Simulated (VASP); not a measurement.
**MgI2: electric field gradients with r2SCAN**

Crystal: MgI2.

```
Mg I
1.0
     4.19568    0.00000    0.00000
    -2.09784    3.63357    0.00000
     0.00000    0.00000    7.10573
Mg I
1 2
Direct
  0.00000 0.00000 0.00000
  0.33333 0.66667 0.23408
  0.66667 0.33333 0.76592
```

```yaml
Program: VASP 6.6.1
Task: electric field gradients
Functional: r2SCAN
Potentials_or_basis: VASP PAW PBE potentials, release 64 (Mg, I)
Cutoff: 520 eV
k_mesh: 7 × 7 × 4
Occupations: fermi-dirac, width 0.01 eV
Spin: no spin polarisation
Dipole_correction: no
Further_INCAR_settings: ALGO = Normal; EDIFF = 1e-08; NBANDS = 15
```

* Pressure: -0.2 GPa
* Largest force: 0.029 eV/Å
* Band gap on the k mesh: 4.23 eV, indirect (least direct gap 4.49 eV)

Forces in eV/Å, atoms in the order of the input:
```
Mg   0.000  0.000  0.000
I    0.000  0.000 -0.029
I    0.000  0.000  0.029
```

Stress tensor (GPa, compression positive):
```
-0.23  0.00  0.00
 0.00 -0.23  0.00
 0.00  0.00 -0.05
```

Levels at points of the mesh, in eV from the valence-band top:
```
           k point  band 4  band 5  band 6  band 7  band 8  band 9  band 10  band 11  band 12  band 13
(0.00, 0.00, 0.00)   -0.38   -0.38   -0.02   -0.02    0.00    4.49     5.51     7.32     7.32     8.08
(0.00, 0.00, 0.50)   -1.15   -0.31   -0.31   -0.08   -0.08    5.33     5.58     7.18     7.18     8.54
```

Electric field gradients, principal values (V/Å²):
| atom | least | middle | greatest (by size) |
| --- | --- | --- | --- |
| 1 Mg | -0.252 | -0.252 | 0.504 |
| 2 I | 26.052 | 26.052 | -52.104 |
| 3 I | 26.052 | 26.052 | -52.104 |

Run time: 4.9 min on 1 thread of AMD EPYC 7R43 64-Core Processor (Zen 3), on a shared host, peak memory 0.22 GiB.

Caveat: without QUAD_EFG the Cq values of the log hold for a quadrupole moment of 1 mb, not for the nuclei; the PAW data sets were made with another functional, which shifts forces and pressure a little; spin-orbit coupling is left out, which moves the levels of the heavy elements. A k mesh can miss the band edges.
